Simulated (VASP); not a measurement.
# Al in VASP: notebook

Al is run at these levels: LDA; tasks: single point.

All numbers are computed with VASP 6.6.1; they aren't measurements. Logs are shortened: lines on timing, memory, paths and dates and some standing lists are left out, and cuts for length are marked.

**1. The cell of the first run**

The cell holds a slab with vacuum, 17 atoms: a = 5.634 Å, b = 7.968 Å, c = 19.672 Å, α = 90.00°, β = 90.00°, γ = 90.00°.

**2. Single point, LDA**

Contents of INCAR:

```
SYSTEM = Al
PREC     = Accurate       ! precision mode
ENCUT    = 520            ! plane-wave cutoff, eV
EDIFF    = 1E-7           ! SCF threshold, eV
ISMEAR   = 0              ! smearing method
SIGMA    = 0.1            ! smearing width, eV
LREAL    = Auto         
LASPH    = .True.         ! aspherical terms in the spheres
NELM     = 60             ! most SCF steps
ALGO     = Normal         ! electronic algorithm
ISIF     = 2              ! what is computed and relaxed
LWAVE    = .False.        ! write WAVECAR
LCHARG   = .True.         ! write CHGCAR
LDIPOL   = .True.       
IDIPOL   = 3            
DIPOL    = 0.5 0.5 0.322
GGA      = CA             ! functional
LELF     = .True.         ! ELF
LVHAR    = .True.       
LVACPOTAV= .True.       
NBANDS   = 40             ! bands
```

Contents of KPOINTS:

```
Automatic mesh
0
Gamma
  5 4 1
  0 0 0
```

Contents of POSCAR:

```
Al
1.0
    5.6343731020      0.0000000000      0.0000000000
    0.0000000000      7.9682068563      0.0000000000
    0.0000000000      0.0000000000     19.6723116275
Al
17
Direct
    0.2500000000      0.2500000000      0.2033314679
    0.2500000000      0.7500000000      0.2033314679
    0.7500000000      0.2500000000      0.2033314679
    0.7500000000      0.7500000000      0.2033314679
    0.0000000000      0.0000000000      0.2749343025
    0.0000000000      0.5000000000      0.2749343025
    0.5000000000      0.0000000000      0.2749343025
    0.5000000000      0.5000000000      0.2749343025
    0.2500000000      0.2500000000      0.3484027381
    0.2500000000      0.7500000000      0.3484027381
    0.7500000000      0.2500000000      0.3484027381
    0.7500000000      0.7500000000      0.3484027381
    0.0000000000      0.0000000000      0.4154220298
    0.0000000000      0.5000000000      0.4154220298
    0.5000000000      0.0000000000      0.4154220298
    0.5000000000      0.5000000000      0.4154220298
    0.1666666667      0.1875000000      0.5014948318
```

Potentials or basis: VASP PAW LDA potentials, release 64 (Al).

On the command line:

```sh
$ cat potpaw_LDA.64/Al/POTCAR > POTCAR
$ mpirun -np 1 vasp_std > vasp.out
```

OUTCAR:

```text
SYSTEM = Al
   PREC = Accurate
   ENCUT = 520
   EDIFF = 1E-7
   ISMEAR = 0
   LREAL = Auto
   LASPH = .True.
   NELM = 60
   ISIF = 2
   GGA = CA

 ion  position               nearest neighbor table
   1  0.250  0.250  0.203-   3 2.82   3 2.82   6 2.82   7 2.82   8 2.82   5 2.82   9 2.85
   2  0.250  0.750  0.203-   4 2.82   4 2.82   6 2.82   7 2.82   8 2.82   5 2.82  10 2.85
   3  0.750  0.250  0.203-   1 2.82   1 2.82   6 2.82   7 2.82   8 2.82   5 2.82  11 2.85
   4  0.750  0.750  0.203-   2 2.82   2 2.82   6 2.82   7 2.82   8 2.82   5 2.82  12 2.85
   5  0.000  0.000  0.275-  13 2.76   7 2.82   7 2.82   4 2.82   1 2.82   2 2.82   3 2.82  11 2.84
                            12 2.84   9 2.84  10 2.84
   6  0.000  0.500  0.275-  14 2.76   8 2.82   8 2.82   4 2.82   1 2.82   2 2.82   3 2.82  11 2.84
                            12 2.84   9 2.84  10 2.84
   7  0.500  0.000  0.275-  15 2.76   5 2.82   5 2.82   4 2.82   1 2.82   2 2.82   3 2.82  11 2.84
                            12 2.84   9 2.84  10 2.84
   8  0.500  0.500  0.275-  16 2.76   6 2.82   6 2.82   4 2.82   1 2.82   2 2.82   3 2.82  11 2.84
                            12 2.84   9 2.84  10 2.84
   9  0.250  0.250  0.348-  13 2.77  14 2.77  15 2.77  16 2.77  11 2.82  11 2.82   7 2.84   8 2.84
                             5 2.84   6 2.84   1 2.85  17 3.09
  10  0.250  0.750  0.348-  13 2.77  14 2.77  15 2.77  16 2.77  12 2.82  12 2.82   7 2.84   8 2.84
                             5 2.84   6 2.84   2 2.85
  11  0.750  0.250  0.348-  13 2.77  14 2.77  15 2.77  16 2.77   9 2.82   9 2.82   7 2.84   8 2.84
                             5 2.84   6 2.84   3 2.85
  12  0.750  0.750  0.348-  13 2.77  14 2.77  15 2.77  16 2.77  10 2.82  10 2.82   7 2.84   8 2.84
                             5 2.84   6 2.84   4 2.85
  13  0.000  0.000  0.415-  17 2.45   5 2.76  10 2.77  11 2.77  12 2.77   9 2.77  15 2.82  15 2.82

  14  0.000  0.500  0.415-   6 2.76   9 2.77  10 2.77  11 2.77  12 2.77  16 2.82  16 2.82  17 3.15

  15  0.500  0.000  0.415-   7 2.76   9 2.77  10 2.77  11 2.77  12 2.77  13 2.82  13 2.82  17 2.94

  16  0.500  0.500  0.415-   8 2.76   9 2.77  10 2.77  11 2.77  12 2.77  14 2.82  14 2.82
  17  0.167  0.188  0.501-  13 2.45  15 2.94   9 3.09  14 3.15

  LATTYP: Found a simple orthorhombic cell.
 ALAT       =     5.6343731020
 B/A-ratio  =     1.4142135624
 C/A-ratio  =     3.4914818865

  Lattice vectors:

 A1 = (   5.6343731020,   0.0000000000,   0.0000000000)
 A2 = (   0.0000000000,   7.9682068563,   0.0000000000)
 A3 = (   0.0000000000,   0.0000000000,  19.6723116275)

Analysis of symmetry for initial positions (statically):
=====================================================================
 Subroutine PRICEL returns:
 Original cell was already a primitive cell.

 Routine SETGRP: Setting up the symmetry group for a
 simple orthorhombic supercell.

 Subroutine GETGRP returns: Found  1 space group operations
[... 150 lines left out ...]
   IALGO  =     38    algorithm
   IMIX   =      4    mixing-type and parameters
     AMIX     =   0.40;   BMIX     =  1.00
     AMIX_MAG =   1.60;   BMIX_MAG =  1.00
  volume/ion in A,a.u.               =      51.95       350.60
  Fermi-wavevector in a.u.,A,eV,Ry     =   0.632768  1.195758  5.447706  0.400395
  Thomas-Fermi vector in A             =   1.696196
   LORBIT       =      0    0 simple, 1 ext, 2 COOP (PROOUT), +10 PAW based schemes
   GGA     = CA    functional components
   LHFCALC =     F    Hartree Fock is set to
   AEXX    =    0.0000 exact exchange contribution
   IVDW    =     0    specifies the selected vdW correction
   LEPSILON=     F    determine dielectric tensor
   LRPA    =     F    only Hartree local field effects (RPA)
 non-spin polarized calculation
 Gauss-broadening in eV      SIGMA  =   0.10
  energy-cutoff  :      520.00
  volume of cell :      883.21
 maximum number of plane-waves:     23865
 NGX is ok and might be reduce to    42
   NGX = 21   NGY = 29   NGZ = 73

 dipolmoment           0.000000      0.000000     -0.003866 electrons x Angstroem

 number of electron      51.0000001 magnetization

 dipolmoment           0.000000      0.000000      0.016304 electrons x Angstroem

 Free energy of the ion-electron system (eV)
  ---------------------------------------------------
  ext. energy  EPLUGINS =         0.00000000
  ---------------------------------------------------
  free energy    TOTEN  =       -64.22239015 eV

  energy without entropy =      -64.17062536  energy(sigma->0) =      -64.19650775

 E-fermi :  -0.3997     XC(G=0):  -4.3827

 val. band max:       -0.4022529476   @ k =   0.0000   0.2500   0.0000
 cond. band min:      -0.3979230616   @ k =   0.2000   0.2500   0.0000
 fundamental gap:      0.0043298860
 Fermi energy:        -0.3997071412

 k-point     1 :       0.0000    0.0000    0.0000
  band No.  band energies     occupation
      1     -10.8805      2.00000
      2      -8.6827      2.00000
      3      -8.5908      2.00000
      4      -8.4541      2.00000
      5      -6.5441      2.00000
      6      -6.3381      2.00000
[... 429 lines left out ...]
     36       2.1911      0.00000
     37       2.3265      0.00000
 [bands above 37 left out]

------------------------ aborting loop because EDIFF is reached ----------------------------------------

  FORCE on cell =-STRESS in cart. coord.  units (eV):
  Direction    XX          YY          ZZ          XY          YZ          ZX
  --------------------------------------------------------------------------------------
  -------------------------------------------------------------------------------------
  Total      -10.2780913     -3.6978600     -1.2938622      1.1028092      1.8742523      1.2374135
  in kB      -18.6449600     -6.7080987     -2.3471292      2.0005498      3.3999852      2.2447285
  external PRESSURE =      -9.2333960 kB  Pullay stress =       0.0000000 kB

 VOLUME and BASIS-vectors are now :
 -----------------------------------------------------------------------------
  energy-cutoff  :      520.00
  volume of cell :      883.21
      direct lattice vectors                 reciprocal lattice vectors
     5.634373102  0.000000000  0.000000000     0.177482034  0.000000000  0.000000000
     0.000000000  7.968206856  0.000000000     0.000000000  0.125498750  0.000000000
     0.000000000  0.000000000 19.672311628     0.000000000  0.000000000  0.050832867

 POSITION                                       TOTAL-FORCE (eV/Angst)
 -----------------------------------------------------------------------------------
      1.40859      1.99205      4.00000         0.071534     -0.002154      0.261773
      1.40859      5.97616      4.00000        -0.010253     -0.022847      0.261784
      4.22578      1.99205      4.00000        -0.074423      0.012902      0.182771
      4.22578      5.97616      4.00000         0.015624     -0.021448      0.223934
      0.00000      0.00000      5.40859        -0.061140     -0.024779     -0.252104
      0.00000      3.98410      5.40859        -0.050324     -0.003800     -0.235559
[... 9 lines left out ...]
      2.81719      3.98410      8.17231         0.049499     -0.095590      0.165207
      0.93906      1.49404      9.86556         0.664397      0.991771      0.004760
 -----------------------------------------------------------------------------------
    total drift:                               -0.000106     -0.001279     -0.007038

  FREE ENERGIE OF THE ION-ELECTRON SYSTEM (eV)
  ---------------------------------------------------
  free  energy   TOTEN  =       -64.2223901543 eV

  energy  without entropy=      -64.1706253553  energy(sigma->0) =      -64.19650775

 vacuum level on the upper side and lower side of the slab         3.926         3.860
```

OSZICAR:

```text
N       E                     dE             d eps       ncg     rms          rms(c)
DAV:   1     0.172737896693E+03    0.17274E+03   -0.14664E+04   880   0.878E+02
DAV:   2    -0.543117667786E+02   -0.22705E+03   -0.21618E+03  1184   0.151E+02
DAV:   3    -0.675925235948E+02   -0.13281E+02   -0.12866E+02  1072   0.357E+01
[... 19 lines left out ...]
DAV:  23    -0.642223890651E+02   -0.31075E-05   -0.35822E-07   856   0.100E-03    0.238E-04
DAV:  24    -0.642223896188E+02   -0.55364E-06   -0.35575E-08   808   0.421E-04    0.159E-04
DAV:  25    -0.642223900196E+02   -0.40084E-06   -0.44511E-08   784   0.408E-04    0.711E-05
DAV:  26    -0.642223901286E+02   -0.10896E-06   -0.75577E-09   744   0.222E-04    0.375E-05
DAV:  27    -0.642223901543E+02   -0.25714E-07   -0.26647E-09   664   0.148E-04
   1 F= -.64222390E+02 E0= -.64196508E+02  d E =-.517648E-01
```

stdout:

```text
POSCAR found type information on POSCAR Al
 POSCAR found :  1 types and      17 ions
 scaLAPACK will be used
 LDA part: xc-table for (Slater(with rela. corr.)+CA(PZ))
 , standard interpolation
 POSCAR, INCAR and KPOINTS ok, starting setup
 FFT: planning ... GRIDC
 FFT: planning ... GRID_SOFT
 FFT: planning ... GRID
 WAVECAR not read
 entering main loop
 -----------------------------------------------------------------------------
|                                                                             |
|           W    W    AA    RRRRR   N    N  II  N    N   GGGG   !!!           |
|           W    W   A  A   R    R  NN   N  II  NN   N  G    G  !!!           |
|           W    W  A    A  R    R  N N  N  II  N N  N  G       !!!           |
|           W WW W  AAAAAA  RRRRR   N  N N  II  N  N N  G  GGG   !            |
|           WW  WW  A    A  R   R   N   NN  II  N   NN  G    G                |
|           W    W  A    A  R    R  N    N  II  N    N   GGGG   !!!           |
|                                                                             |
|     Did not find any points to average over, which means that no vacuum     |
|     field-free region was found. Please increase the size of  your cell     |
|     in the dimension of the dipole correction to obtain accurate            |
|     workfunction values.                                                    |
|                                                                             |
 -----------------------------------------------------------------------------
```

It took 30 min on 1 thread of Intel Xeon 8259CL, shared host; peak memory 0.67 GiB.

What came out:

```
Free energy            : -64.2224 eV
Largest force          : 1.271 eV/Å
Band gap on the k mesh : zero (an odd number of electrons rules out a gap without spin polarisation)
```

Forces on the atoms (eV/Å):
```
Al   0.072 -0.002  0.262
Al  -0.010 -0.023  0.262
Al  -0.074  0.013  0.183
Al   0.016 -0.021  0.224
Al  -0.061 -0.025 -0.252
Al  -0.050 -0.004 -0.236
Al   0.028  0.008 -0.212
Al   0.035  0.000 -0.220
Al   0.035 -0.057 -0.035
Al   0.007 -0.002  0.096
Al  -0.033 -0.004 -0.137
Al   0.000  0.069  0.047
Al  -0.677 -0.819 -0.696
Al  -0.044 -0.157  0.265
Al   0.044  0.129  0.279
Al   0.049 -0.096  0.165
Al   0.664  0.992  0.005
```

**3. Single point, LDA**

Contents of INCAR:

```
SYSTEM = Al
  PREC = Accurate
  ENCUT = 520
  EDIFF = 1E-6
  ISMEAR = 0
  SIGMA = 0.1
  LREAL = Auto
  LASPH = .True.
  NELM = 60
  ALGO = Normal
  ISIF = 2
  LWAVE = .False.
  LCHARG = .False.
  LDIPOL = .True.
  IDIPOL = 3
  DIPOL = 0.5 0.5 0.324
  NBANDS = 40
```

KPOINTS is that of step 2.

Changes to POSCAR since step 2:

```diff
@@ -24,2 +24,2 @@
     0.5000000000      0.5000000000      0.4154220298
-    0.1666666667      0.1875000000      0.5014948318
+    0.0833333333      0.0625000000      0.5412224606
```

Potentials or basis: VASP PAW LDA potentials, release 64 (Al).

On the command line:

```sh
$ cat potpaw_LDA.64/Al/POTCAR > POTCAR
$ mpirun -np 1 vasp_std > vasp.out
```

Run time: 35 min. Hardware: 1 thread of Intel Xeon 8259CL, shared host; peak memory 0.66 GiB.

The run converged. Its results:

```yaml
Free_energy: -63.4316 eV
Largest_force: 0.547 eV/Å
Band_gap_on_the_k_mesh: zero (an odd number of electrons rules out a gap without spin polarisation)
```

Forces in eV/Å, atoms in the order of the input:
```
Al   0.014 -0.003  0.199
Al  -0.013 -0.013  0.208
Al  -0.026 -0.005  0.189
Al   0.004 -0.008  0.210
Al   0.007 -0.004 -0.185
Al   0.001  0.000 -0.234
Al  -0.026 -0.002 -0.209
Al   0.005 -0.003 -0.240
Al   0.019 -0.053 -0.014
Al   0.011  0.047 -0.023
Al  -0.037 -0.047 -0.049
Al  -0.023  0.060 -0.017
Al  -0.219 -0.155 -0.477
Al  -0.009 -0.034  0.097
Al  -0.067  0.055  0.488
Al   0.012 -0.010  0.051
Al   0.346  0.175  0.007
```

Levels at points of the mesh, in eV from the Fermi level:
```csv
k point,band 24,band 25,band 26,band 27,band 28,band 29
"(0.00, 0.00, 0.00)",-0.79,-0.57,-0.35,-0.21,0.18,0.51
"(0.00, 0.50, 0.00)",-0.90,-0.89,-0.20,0.09,0.23,0.29
```

(Part 1 of 2 ends here.)

The gap in the log of VASP goes by the Fermi energy; the results here count the filled bands.